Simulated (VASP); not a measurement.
# Al4VN2 (C2/m) in VASP: single point with PBE

Aim: the single point of Al4VN2 with PBE.

All numbers are computed with VASP 6.6.1; they aren't measurements. Logs are shortened: lines on timing, memory, paths and dates and some standing lists are left out, and cuts for length are marked.

### 1 The cell of the first run

The typed cell holds 7 atoms: a = 2.876 Å, b = 2.876 Å, c = 11.789 Å, α = 97.03°, β = 97.03°, γ = 60.00°.

### 2 Single point, PBE

File INCAR:

```
  ALGO = Normal
  EDIFF = 1E-6
  ENCUT = 520
  GGA = PE
  ISIF = 2
  ISMEAR = 0
  LASPH = True
  LCHARG = False
  LREAL = False
  LWAVE = False
  NBANDS = 26
  NELM = 100
  PREC = Accurate
  SIGMA = 0.1
```

File KPOINTS:

```
k-points
0
Gamma
  12 12 4
```

File POSCAR:

```
Al4VN2
1.0
    2.4904231520     -1.4378566690      0.0077385150
    2.4904231520      1.4378566690      0.0077385150
   -1.7019311136      0.0000000000     11.6650905250
Al V N
4 1 2
Direct
    0.9024301757      0.9024301757      0.7066272487
    0.0975698243      0.0975698243      0.2933727513
    0.6342344189      0.6342344189      0.9024014334
    0.3657655811      0.3657655811      0.0975985666
    0.5000000000      0.5000000000      0.5000000000
    0.7949311071      0.7949311071      0.3851629525
    0.2050688929      0.2050688929      0.6148370475
```

Potentials or basis: VASP PAW PBE potentials, release 64 (Al, V_sv, N).

Started as:

```console
$ cat potpaw_PBE.64/Al/POTCAR potpaw_PBE.64/V_sv/POTCAR potpaw_PBE.64/N/POTCAR > POTCAR
$ mpirun -np 1 vasp_std > vasp.out
```

OUTCAR:

```text
EDIFF = 1E-6
   ENCUT = 520
   GGA = PE
   ISIF = 2
   ISMEAR = 0
   LASPH = True
   LREAL = False
   NELM = 100
   PREC = Accurate

 ion  position               nearest neighbor table
   1  0.902  0.902  0.707-   7 1.98   7 1.98   7 1.98   3 2.82   3 2.82   3 2.83   5 2.93   5 2.93
                             5 2.93
   2  0.098  0.098  0.293-   6 1.98   6 1.98   6 1.98   4 2.82   4 2.82   4 2.83   5 2.93   5 2.93
                             5 2.93
   3  0.634  0.634  0.902-   4 2.82   4 2.82   4 2.82   1 2.82   1 2.82   1 2.83
   4  0.366  0.366  0.098-   3 2.82   3 2.82   3 2.82   2 2.82   2 2.82   2 2.83
   5  0.500  0.500  0.500-   7 2.13   7 2.13   6 2.13   6 2.13   6 2.13   7 2.13   1 2.93   2 2.93
                             1 2.93   2 2.93   1 2.93   2 2.93
   6  0.795  0.795  0.385-   2 1.98   2 1.98   2 1.98   5 2.13   5 2.13   5 2.13
   7  0.205  0.205  0.615-   1 1.98   1 1.98   1 1.98   5 2.13   5 2.13   5 2.13

  LATTYP: Found a base centered monoclinic cell.
 ALAT       =     4.9808703499
 B/A-ratio  =     0.5773515743
 C/A-ratio  =     2.3667735535
 COS(beta)  =    -0.1412955845

  Lattice vectors:

 A1 = (   2.4904231520,  -1.4378566690,   0.0077385150)
 A2 = (   2.4904231520,   1.4378566690,   0.0077385150)
 A3 = (  -1.7019311136,   0.0000000000,  11.6650905250)

Analysis of symmetry for initial positions (statically):
=====================================================================
 Subroutine PRICEL returns:
 Original cell was already a primitive cell.

 Routine SETGRP: Setting up the symmetry group for a
 base centered monoclinic supercell.

 Subroutine GETGRP returns: Found  4 space group operations
 (whereof  4 operations were pure point group operations)
 out of a pool of  4 trial point group operations.

The static configuration has the point symmetry C_2h.

Analysis of symmetry for dynamics (positions and initial velocities):
=====================================================================
 Subroutine PRICEL returns:
 Original cell was already a primitive cell.

 Routine SETGRP: Setting up the symmetry group for a
 base centered monoclinic supercell.

 Subroutine GETGRP returns: Found  4 space group operations
 (whereof  4 operations were pure point group operations)
 out of a pool of  4 trial point group operations.

The dynamic configuration has the point symmetry C_2h.

 Subroutine INISYM returns: Found  4 space group operations
 (whereof  4 operations are pure point group operations),
 and found     1 'primitive' translations

----------------------------------------------------------------------------------------

                                     Primitive cell

  volume of cell :      83.5803

  direct lattice vectors                    reciprocal lattice vectors
     2.490423152 -1.437856669  0.007738515     0.200678116 -0.347739807  0.029278841
     2.490423152  1.437856669  0.007738515     0.200678116  0.347739807  0.029278841
    -1.701931114  0.000000000 11.665090525    -0.000266256  0.000000000  0.085687020

  length of vectors
     2.875708462  2.875708462 11.788592218     0.402556741  0.402556741  0.085687434

  position of ions in fractional coordinates (direct lattice)
     0.902430176  0.902430176  0.706627249
     0.097569824  0.097569824  0.293372751
     0.634234419  0.634234419  0.902401433
     0.365765581  0.365765581  0.097598567
     0.500000000  0.500000000  0.500000000
     0.794931107  0.794931107  0.385162952
     0.205068893  0.205068893  0.614837048

  ion indices of the primitive-cell ions
   primitive index   ion index
                 1           1
                 2           2
                 3           3
                 4           4
                 5           5
                 6           6
                 7           7

----------------------------------------------------------------------------------------

 KPOINTS: k-points

Automatic generation of k-mesh.
 Grid dimensions read from file:
 generate k-points for:   12   12    4

 Generating k-lattice:

  Cartesian coordinates                     Fractional coordinates (reciprocal lattice)
     0.016723176 -0.028978317  0.002439903     0.083333333  0.000000000 -0.000000000
     0.016723176  0.028978317  0.002439903     0.000000000  0.083333333 -0.000000000
    -0.000066564  0.000000000  0.021421755     0.000000000  0.000000000  0.250000000

  Length of vectors
     0.033546395  0.033546395  0.021421859

  Shift w.r.t. Gamma in fractional coordinates (k-lattice)
     0.000000000  0.000000000  0.000000000

 Subroutine IBZKPT returns following result:
 ===========================================

 Found    164 irreducible k-points:

 Following reciprocal coordinates:
            Coordinates               Weight
  0.000000  0.000000  0.000000      1.000000
  0.083333 -0.000000  0.000000      4.000000
  0.166667  0.000000 -0.000000      4.000000
  0.250000 -0.000000 -0.000000      4.000000
  0.333333  0.000000 -0.000000      4.000000
  0.416667  0.000000 -0.000000      4.000000
[... 16 lines left out ...]
  0.500000  0.166667  0.000000      4.000000
 -0.416667  0.166667  0.000000      4.000000
 [... further k-points ...]
   k-points           NKPTS =    164   k-points in BZ     NKDIM =    164   number of bands    NBANDS=     26
   number of dos      NEDOS =    301   number of ions     NIONS =      7
   total plane-waves  NPLWV =  51840
   dimension x,y,z NGX =    24 NGY =   24 NGZ =   90
   dimension x,y,z NGXF=    48 NGYF=   48 NGZF=  180
   ions per type =               4   1   2
   NGX,Y,Z   is equivalent  to a cutoff of  13.87, 13.87, 12.69 a.u.
   NGXF,Y,Z  is equivalent  to a cutoff of  27.75, 27.75, 25.38 a.u.
 SYSTEM =  unknown system
   PREC   = accura    normal or accurate (medium, high low for compatibility)
   ISTART =      0    job   : 0-new  1-cont  2-samecut
   ICHARG =      2    charge: 1-file 2-atom 10-const
   ISPIN  =      1    spin polarized calculation?
   LNONCOLLINEAR =      F non collinear calculations
   LSORBIT =      F    spin-orbit coupling
   LASPH  =      T    aspherical Exc in radial PAW
   ENCUT  =  520.0 eV  38.22 Ry    6.18 a.u.   5.35  5.35 21.92*2*pi/ulx,y,z
   NELM   =    100;   NELMIN=  2; NELMDL= -5     # of ELM steps
   EDIFF  = 0.1E-05   stopping-criterion for ELM
   LREAL  =      F    real-space projection
   EDIFFG = 0.1E-04   stopping-criterion for IOM
   NSW    =      0    number of steps for IOM
   IBRION =     -1    ionic relax: 0-MD 1-quasi-New 2-CG
   NFREE  =      0    steps in history (QN), initial steepest desc. (CG)
   ISIF   =      2    stress and relaxation
   ISYM   =      2    0-nonsym 1-usesym 2-fastsym
   POTIM  = 0.5000    time-step for ionic-motion
   TEBEG  =    0.0;   TEEND  =   0.0 temperature during run
   PSTRESS=    0.0 pullay stress
   NELECT =      35.0000    total number of electrons
   NUPDOWN=      -1.0000    fix difference up-down
   EMIN   =  10.00;   EMAX   =-10.00  energy-range for DOS
   EFERMI =   0.00;   METHOD = LEGACY
   ISMEAR =     0;   SIGMA  =   0.10  broadening in eV -4-tet -1-fermi 0-gaus
   EFERMI_NEDOS =   21; number of points for ismear=-14 and -15
   IALGO  =     38    algorithm
   IMIX   =      4    mixing-type and parameters
     AMIX     =   0.40;   BMIX     =  1.00
     AMIX_MAG =   1.60;   BMIX_MAG =  1.00
  volume/ion in A,a.u.               =      11.94        80.58
  Fermi-wavevector in a.u.,A,eV,Ry     =   1.224794  2.314525 20.410367  1.500120
  Thomas-Fermi vector in A             =   2.359855
   LORBIT       =      0    0 simple, 1 ext, 2 COOP (PROOUT), +10 PAW based schemes
   GGA     = PE    functional components
   LHFCALC =     F    Hartree Fock is set to
   AEXX    =    0.0000 exact exchange contribution
   IVDW    =     0    specifies the selected vdW correction
   LEPSILON=     F    determine dielectric tensor
   LRPA    =     F    only Hartree local field effects (RPA)
 non-spin polarized calculation
 Gauss-broadening in eV      SIGMA  =   0.10
  energy-cutoff  :      520.00
  volume of cell :       83.58
 maximum number of plane-waves:      2287
 NGX is ok and might be reduce to    24
   NGX = 11   NGY = 11   NGZ = 43

 number of electron      35.0000007 magnetization

 Free energy of the ion-electron system (eV)
  ---------------------------------------------------
  ext. energy  EPLUGINS =         0.00000000
  ---------------------------------------------------
  free energy    TOTEN  =       -44.27048738 eV

  energy without entropy =      -44.25320870  energy(sigma->0) =      -44.26184804

 E-fermi :   9.5366     XC(G=0): -11.3288

 val. band max:        9.5363351021   @ k =   0.3333   0.2500   0.0000
 cond. band min:       9.5395462367   @ k =  -0.0833   0.0000   0.2500
 fundamental gap:      0.0032111346
 Fermi energy:         9.5365981689

 k-point     1 :       0.0000    0.0000    0.0000
  band No.  band energies     occupation
      1     -55.5018      2.00000
      2     -29.4147      2.00000
      3     -29.1649      2.00000
      4     -29.1646      2.00000
      5      -8.4011      2.00000
      6      -7.6550      2.00000
[... 18 lines left out ...]
     25      18.1158      0.00000
     26      19.8018      0.00000

 k-point     2 :       0.0833   -0.0000    0.0000
  band No.  band energies     occupation
      1     -55.4982      2.00000
      2     -29.4093      2.00000
      3     -29.1912      2.00000
      4     -29.1705      2.00000
      5      -8.2861      2.00000
      6      -7.5772      2.00000
[... 18 lines left out ...]
     25      17.7484      0.00000
     26      18.0286      0.00000

 k-point     3 :       0.1667    0.0000   -0.0000
  band No.  band energies     occupation
      1     -55.4883      2.00000
      2     -29.3947      2.00000
      3     -29.2627      2.00000
      4     -29.1866      2.00000
      5      -7.9547      2.00000
      6      -7.3544      2.00000
[... 572 lines left out ...]
 k-point    23 :       0.5000    0.1667    0.0000
  band No.  band energies     occupation
      1     -55.4475      2.00000
      2     -29.4995      2.00000
      3     -29.3346      2.00000
      4     -29.3026      2.00000
      5      -6.2704      2.00000
      6      -6.1084      2.00000
[... 18 lines left out ...]
     25      12.9895      0.00000
     26      13.3219      0.00000

 k-point    24 :      -0.4167    0.1667    0.0000
  band No.  band energies     occupation
      1     -55.4443      2.00000
      2     -29.5161      2.00000
      3     -29.3298      2.00000
      4     -29.3132      2.00000
      5      -6.1500      2.00000
      6      -5.9247      2.00000
[... 18 lines left out ...]
     25      13.1732      0.00000
     26      13.6119      0.00000

 [... further k-points ...]

------------------------ aborting loop because EDIFF is reached ----------------------------------------

  FORCE on cell =-STRESS in cart. coord.  units (eV):
  Direction    XX          YY          ZZ          XY          YZ          ZX
  --------------------------------------------------------------------------------------
  -------------------------------------------------------------------------------------
  Total        0.0213327      0.0203148     -0.0138983      0.0000000      0.0000000      0.0061531
  in kB        0.4089342      0.3894202     -0.2664207      0.0000000      0.0000000      0.1179515
  external PRESSURE =       0.1773112 kB  Pullay stress =       0.0000000 kB

 VOLUME and BASIS-vectors are now :
 -----------------------------------------------------------------------------
  energy-cutoff  :      520.00
  volume of cell :       83.58
      direct lattice vectors                 reciprocal lattice vectors
     2.490423152 -1.437856669  0.007738515     0.200678116 -0.347739807  0.029278841
     2.490423152  1.437856669  0.007738515     0.200678116  0.347739807  0.029278841
    -1.701931114  0.000000000 11.665090525    -0.000266256  0.000000000  0.085687020

 POSITION                                       TOTAL-FORCE (eV/Angst)
 -----------------------------------------------------------------------------------
      3.29224      0.00000      8.25684        -0.000432     -0.000000     -0.013155
     -0.01332      0.00000      3.42373         0.000432     -0.000000      0.013155
      1.62320      0.00000     10.53641         0.000014     -0.000000      0.000757
      1.65572      0.00000      1.14416        -0.000014     -0.000000     -0.000757
      1.63946      0.00000      5.84028        -0.000000      0.000000      0.000000
      3.30391      0.00000      4.50526         0.000609     -0.000000     -0.039772
     -0.02499      0.00000      7.17530        -0.000609     -0.000000      0.039772
 -----------------------------------------------------------------------------------
    total drift:                                0.000000      0.000000     -0.000000

  FREE ENERGIE OF THE ION-ELECTRON SYSTEM (eV)
  ---------------------------------------------------
  free  energy   TOTEN  =       -44.2704873776 eV

  energy  without entropy=      -44.2532087036  energy(sigma->0) =      -44.26184804
```

It took 10 min on 1 thread of Intel Xeon 8259CL, shared host; peak memory 0.46 GiB.

Results:

```
Free energy            : -44.2705 eV
Pressure               : 0.0 GPa
Largest force          : 0.040 eV/Å
Band gap on the k mesh : zero (an odd number of electrons rules out a gap without spin polarisation)
```

Forces on the atoms (eV/Å):
```
Al   0.000  0.000 -0.013
Al   0.000  0.000  0.013
Al   0.000  0.000  0.001
Al   0.000  0.000 -0.001
V    0.000  0.000  0.000
N    0.001  0.000 -0.040
N   -0.001  0.000  0.040
```

Caveat: the run has no spin polarisation, though such a crystal can be magnetic. With open d or f shells a metallic result of PBE can be an artefact of self-interaction; +U or a hybrid may open a gap.
